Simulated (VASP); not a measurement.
# Rh (P6/mmm) in VASP: further runs

Rh is run at these levels: PBE; tasks: relaxation of cell and atoms, single point.

Program: VASP 6.6.1. These are calculated values, not measurements. Logs are shortened: lines on timing, memory, paths and dates and some standing lists are left out, and cuts for length are marked.

## (1) The cell of the first run

Symmetry: P6/mmm, No. 191, hexagonal system. Conventional cell: a = 2.230 Å, b = 2.230 Å, c = 4.077 Å, α = 90.00°, β = 90.00°, γ = 120.00°. Rh (site symmetry -6m2) has 3 Rh at 1.29 Å within 1.7 Å.

## (2) Relaxation of cell and atoms, PBE

Contents of INCAR:

```
SYSTEM = Rh
PREC = Accurate
ENCUT = 500
EDIFF = 1E-7
ISMEAR = 0
SIGMA = 0.1
LREAL = .FALSE.
LASPH = .TRUE.
NELM = 120
ALGO = Normal
ISIF = 3
LWAVE = .FALSE.
LCHARG = .FALSE.
GGA = PE
IBRION = 2
NSW = 90
EDIFFG = -0.04
GGA_COMPAT = .FALSE.
NELMIN = 4
```

Contents of KPOINTS:

```
Automatic mesh
0
G
  12 12 4
  0 0 0
```

Contents of POSCAR:

```
Rh
1.0
    2.2298015700      0.0000000000      0.0000000000
   -1.1149007900      1.9310648100      0.0000000000
    0.0000000000      0.0000000000      4.0769766400
Rh
2
Direct
    0.3333333300      0.6666666700      0.5000000000
    0.6666666700      0.3333333300      0.5000000000
```

Potentials or basis: VASP PAW PBE potentials, release 64 (Rh_pv).

Launch:

```sh
$ cat potpaw_PBE.64/Rh_pv/POTCAR > POTCAR
$ mpirun -np 1 vasp_std > vasp.out
```

OUTCAR:

```text
SYSTEM = Rh
   PREC = Accurate
   ENCUT = 500
   EDIFF = 1E-7
   ISMEAR = 0
   LREAL = .FALSE.
   LASPH = .TRUE.
   NELM = 120
   ISIF = 3
   GGA = PE
   IBRION = 2
   NSW = 90
   EDIFFG = -0.04
   NELMIN = 4

 ion  position               nearest neighbor table
   1  0.333  0.667  0.500-   2 1.29   2 1.29   2 1.29   2 2.57   2 2.57   2 2.57
   2  0.667  0.333  0.500-   1 1.29   1 1.29   1 1.29   1 2.57   1 2.57   1 2.57

 -----------------------------------------------------------------------------
|                                                                             |
|           W    W    AA    RRRRR   N    N  II  N    N   GGGG   !!!           |
|           W    W   A  A   R    R  NN   N  II  NN   N  G    G  !!!           |
|           W    W  A    A  R    R  N N  N  II  N N  N  G       !!!           |
|           W WW W  AAAAAA  RRRRR   N  N N  II  N  N N  G  GGG   !            |
|           WW  WW  A    A  R   R   N   NN  II  N   NN  G    G                |
|           W    W  A    A  R    R  N    N  II  N    N   GGGG   !!!           |
|                                                                             |
|     The distance between some ions is very small. Please check the          |
|     nearest-neighbor list in the OUTCAR file.                               |
|     I HOPE YOU KNOW WHAT YOU ARE DOING!                                     |
|                                                                             |
 -----------------------------------------------------------------------------

  LATTYP: Found a hexagonal cell.
 ALAT       =     2.2298015700
 C/A-ratio  =     1.8284033408

  Lattice vectors:

 A1 = (   2.2298015700,   0.0000000000,   0.0000000000)
 A2 = (  -1.1149007900,   1.9310648100,   0.0000000000)
 A3 = (   0.0000000000,   0.0000000000,   4.0769766400)

Analysis of symmetry for initial positions (statically):
=====================================================================
 Subroutine PRICEL returns:
 Original cell was already a primitive cell.

 Routine SETGRP: Setting up the symmetry group for a
 hexagonal supercell.

 Subroutine GETGRP returns: Found 24 space group operations
 (whereof 24 operations were pure point group operations)
 out of a pool of 24 trial point group operations.

The static configuration has the point symmetry D_6h.

Analysis of symmetry for dynamics (positions and initial velocities):
=====================================================================
 Subroutine PRICEL returns:
 Original cell was already a primitive cell.

 Routine SETGRP: Setting up the symmetry group for a
 hexagonal supercell.

 Subroutine GETGRP returns: Found 24 space group operations
 (whereof 24 operations were pure point group operations)
 out of a pool of 24 trial point group operations.

The dynamic configuration has the point symmetry D_6h.

[... 100 lines left out ...]
   EDIFFG = -.4E-01   stopping-criterion for IOM
   NSW    =     90    number of steps for IOM
   IBRION =      2    ionic relax: 0-MD 1-quasi-New 2-CG
   NFREE  =      1    steps in history (QN), initial steepest desc. (CG)
   ISIF   =      3    stress and relaxation
   ISYM   =      2    0-nonsym 1-usesym 2-fastsym
   POTIM  = 0.5000    time-step for ionic-motion
   TEBEG  =    0.0;   TEEND  =   0.0 temperature during run
   PSTRESS=    0.0 pullay stress
   NELECT =      30.0000    total number of electrons
   NUPDOWN=      -1.0000    fix difference up-down
   EMIN   =  10.00;   EMAX   =-10.00  energy-range for DOS
   EFERMI =   0.00;   METHOD = LEGACY
   ISMEAR =     0;   SIGMA  =   0.10  broadening in eV -4-tet -1-fermi 0-gaus
   EFERMI_NEDOS =   21; number of points for ismear=-14 and -15
   IALGO  =     38    algorithm
   IMIX   =      4    mixing-type and parameters
     AMIX     =   0.40;   BMIX     =  1.00
     AMIX_MAG =   1.60;   BMIX_MAG =  1.00
  volume/ion in A,a.u.               =       8.78        59.23
  Fermi-wavevector in a.u.,A,eV,Ry     =   1.957258  3.698682 52.122018  3.830860
  Thomas-Fermi vector in A             =   2.983170
   LORBIT       =      0    0 simple, 1 ext, 2 COOP (PROOUT), +10 PAW based schemes
   GGA     = PE    functional components
   LHFCALC =     F    Hartree Fock is set to
   AEXX    =    0.0000 exact exchange contribution
   IVDW    =     0    specifies the selected vdW correction
   LEPSILON=     F    determine dielectric tensor
   LRPA    =     F    only Hartree local field effects (RPA)
 conjugate gradient relaxation of ions
 non-spin polarized calculation
 Gauss-broadening in eV      SIGMA  =   0.10
  energy-cutoff  :      500.00
  volume of cell :       17.56
 maximum number of plane-waves:       456
   NGX =  9   NGY =  9   NGZ = 15

--------------------------------------- Ionic step        1  -------------------------------------------

 number of electron      30.0000000 magnetization

 Free energy of the ion-electron system (eV)
  ---------------------------------------------------
  ext. energy  EPLUGINS =         0.00000000
  ---------------------------------------------------
  free energy    TOTEN  =       146.39776449 eV

  energy without entropy =      146.40492614  energy(sigma->0) =      146.40134532

------------------------ aborting loop because EDIFF is reached ----------------------------------------

  FORCE on cell =-STRESS in cart. coord.  units (eV):
  Direction    XX          YY          ZZ          XY          YZ          ZX
  --------------------------------------------------------------------------------------
  -------------------------------------------------------------------------------------
  Total      430.6708835    430.6708858     -0.1526054     -0.0000011      0.0000000      0.0000000
  in kB    39305.6338349  39305.6340377    -13.9276952     -0.0001018      0.0000000      0.0000000
  external PRESSURE =   26199.1133924 kB  Pullay stress =       0.0000000 kB
[... 2238 lines left out ...]
     18      15.5512      0.00000
     19      18.4689      0.00000

 [... further k-points ...]

[... ionic steps 4 to 19 ...]

--------------------------------------- Ionic step       20  -------------------------------------------

 number of electron      29.9999978 magnetization

------------------------ aborting loop because EDIFF is reached ----------------------------------------
[... 67 lines left out ...]
--------------------------------------- Ionic step       22  -------------------------------------------

 number of electron      29.9999981 magnetization

 Free energy of the ion-electron system (eV)
  ---------------------------------------------------
  ext. energy  EPLUGINS =         0.00000000
  ---------------------------------------------------
  free energy    TOTEN  =        -8.12569753 eV

  energy without entropy =       -8.11385199  energy(sigma->0) =       -8.11977476

 E-fermi :  10.1422     XC(G=0): -12.7891

 val. band max:       10.1297446018   @ k =   0.4167   0.0833   0.5000
 cond. band min:      10.1644331868   @ k =   0.4167  -0.0000   0.2500
 fundamental gap:      0.0346885851
 Fermi energy:        10.1422025818
[... 557 lines left out ...]
  FREE ENERGIE OF THE ION-ELECTRON SYSTEM (eV)
  ---------------------------------------------------
  free  energy   TOTEN  =        -8.1256975313 eV

  energy  without entropy=       -8.1138519936  energy(sigma->0) =       -8.11977476

 reached required accuracy - stopping structural energy minimisation
```

OSZICAR:

```text
N       E                     dE             d eps       ncg     rms          rms(c)
DAV:   1     0.471317839909E+03    0.47132E+03   -0.23268E+04  2313   0.215E+03
DAV:   2     0.139795981804E+03   -0.33152E+03   -0.32301E+03  2238   0.610E+02
DAV:   3     0.128405546861E+03   -0.11390E+02   -0.11337E+02  2475   0.118E+02
[... 283 lines left out ...]
DAV:   3    -0.812570081743E+01    0.13647E-03   -0.31918E-04  2302   0.121E-01    0.163E-02
DAV:   4    -0.812569847853E+01    0.23389E-05   -0.73842E-06  2205   0.214E-02    0.636E-03
DAV:   5    -0.812569771585E+01    0.76268E-06   -0.71708E-07  2167   0.562E-03    0.122E-03
DAV:   6    -0.812569759832E+01    0.11752E-06   -0.28217E-08  1107   0.129E-03    0.517E-04
DAV:   7    -0.812569753127E+01    0.67050E-07   -0.84053E-09  1095   0.535E-04
  22 F= -.81256975E+01 E0= -.81197748E+01  d E =-.824647E-04
```

CONTCAR:

```text
Rh
   1.00000000000000
     3.7077455132468260   -0.0000000039410784    0.0000000000000000
    -1.8538727683505585    3.2110018222944894   -0.0000000000000000
    -0.0000000000000000   -0.0000000000000000    2.6368652767377943
  Rh
     2
Direct
     0.3333333300000021    0.6666666699999979    0.5000000000000000
     0.6666666699999979    0.3333333300000021    0.5000000000000000

  0.00000000E+00  0.00000000E+00  0.00000000E+00
  0.00000000E+00  0.00000000E+00  0.00000000E+00
```

It took 3 min on 1 thread of Intel Xeon Platinum 8488C (Sapphire Rapids), shared host; peak memory 0.14 GiB.

What came out:

```
Free energy                            : -8.1257 eV
Relaxed volume                         : 15.70 Å³/atom
Relaxed cell                           : a = 3.708 Å, b = 3.708 Å, c = 2.637 Å, α = 90.00°, β = 90.00°, γ = 120.00°
Space group after relaxing (to 0.05 Å) : P6/mmm (No. 191)
Energy gained by relaxing              : 77261.7 meV/atom
Ionic steps                            : 22
Pressure after relaxing                : -0.1 GPa
Band gap on the k mesh                 : zero (band 15 reaches 10.97 eV, above the bottom of band 16 at 9.35 eV)
```

The path:
```csv
step,energy change (eV),largest force (eV/Å),pressure (GPa),volume (Å³)
1,0.0000,0.0000,2619.91,17.56
2,2672.8733,0.0000,-31.60,2268.41
3,1344.6545,0.0000,-192.52,518.97
4,41.3529,0.0000,-635.95,110.24
5,-152.8349,0.0000,14.00,45.92
6,-152.9109,0.0000,4.35,46.63
7,-152.9246,0.0000,-5.32,47.35
8,-152.7637,0.0000,27.13,43.10
9,-152.9449,0.0000,2.27,46.28
10,-152.9988,0.0000,2.20,45.26
11,-153.1831,0.0000,1.99,42.18
12,-153.9338,0.0000,2.68,35.96
13,-147.4131,0.0000,218.61,23.25
14,-154.0674,0.0000,3.68,35.07
15,-154.3366,0.0000,31.61,29.20
16,-154.4288,0.0000,11.23,32.12
17,-154.4748,0.0000,15.91,31.17
18,-154.5042,0.0000,-3.38,31.01
19,-154.5202,0.0000,3.67,31.08
20,-154.5228,0.0000,1.90,31.25
21,-154.5234,0.0000,0.60,31.39
22,-154.5235,0.0000,-0.12,31.39
```

Final structure:
```yaml
crystal:
  lattice:
    - [3.70775, 0.00000, 0.00000]
    - [-1.85387, 3.21100, 0.00000]
    - [0.00000, 0.00000, 2.63687]
  atoms:
    - { symbol: Rh, position: [0.33333, 0.66667, 0.50000] }
    - { symbol: Rh, position: [0.66667, 0.33333, 0.50000] }
```

Caveat: the k points lie up to 0.60 Å⁻¹ apart in the final cell; the volume moved by over 15 % at a fixed basis, so the end points are rough.

## (3) Relaxation of cell and atoms, PBE

This run uses another cell than the first one, of 19.55 Å³/atom, 2.227 times its volume.

INCAR is that of step 2.

Contents of KPOINTS:

```
Automatic mesh
0
G
  6 6 8
  0 0 0
```

Contents of POSCAR:

```
Rh
1.0
    4.2705836562      0.0000000000      0.0000000000
   -2.1352918281      3.6984339352      0.0000000000
    0.0000000000      0.0000000000      2.4753727151
Rh
2
Direct
    0.3333333333      0.6666666667      0.5000000000
    0.6666666667      0.3333333333      0.5000000000
```

Potentials or basis: VASP PAW PBE potentials, release 64 (Rh_pv).

Launch:

```sh
$ cat potpaw_PBE.64/Rh_pv/POTCAR > POTCAR
$ mpirun -np 1 vasp_std > vasp.out
```

It took 22 s on 1 thread of Intel Xeon Platinum 8488C (Sapphire Rapids), shared host; peak memory 0.16 GiB.

It converged, with:

```yaml
Free_energy: -12.5742 eV
Relaxed_volume: 19.62 Å³/atom
Relaxed_cell: a = 4.268 Å, b = 4.268 Å, c = 2.487 Å, α = 90.00°, β = 90.00°, γ = 120.00°
Space_group_after_relaxing_to_0.05_Å: P6/mmm (No. 191)
Energy_gained_by_relaxing: 0.4 meV/atom
Ionic_steps: 3
Pressure_after_relaxing: -0.2 GPa
Band_gap_on_the_k_mesh: zero (band 15 reaches 7.66 eV, above the bottom of band 16 at 6.15 eV)
```

Stress tensor (GPa, compression positive):
```
-0.29  0.00  0.00
 0.00 -0.29  0.00
 0.00  0.00 -0.07
```

Step by step:
```
step  energy change (eV)  largest force (eV/Å)  pressure (GPa)  volume (Å³)
   1              0.0000                0.0000            0.41        39.10
   2              0.0001                0.0000           -0.82        39.38
   3             -0.0009                0.0000           -0.21        39.23
```

Final structure:
```yaml
crystal:
  lattice:
    - [4.26841, 0.00000, 0.00000]
    - [-2.13421, 3.69655, 0.00000]
    - [0.00000, 0.00000, 2.48653]
  atoms:
    - { symbol: Rh, position: [0.33333, 0.66667, 0.50000] }
    - { symbol: Rh, position: [0.66667, 0.33333, 0.50000] }
```

Levels at points of the mesh, in eV from the Fermi level:
| k point | band 12 | band 13 | band 14 | band 15 | band 16 | band 17 | band 18 | band 19 |
| --- | --- | --- | --- | --- | --- | --- | --- | --- |
| (0.00, 0.00, 0.00) | -2.65 | -2.65 | -0.92 | -0.92 | 0.55 | 0.55 | 6.66 | 6.66 |
| (0.50, 0.00, 0.00) | -1.58 | -1.08 | -0.65 | -0.18 | 0.18 | 0.74 | 1.24 | 2.97 |
| (0.00, 0.00, 0.50) | -2.11 | -2.11 | -1.60 | -1.60 | 0.90 | 2.32 | 6.37 | 11.58 |
| (0.50, 0.00, 0.50) | -2.48 | -1.65 | 0.31 | 0.60 | 1.35 | 4.57 | 6.41 | 7.27 |

[end of part 1 of 2]
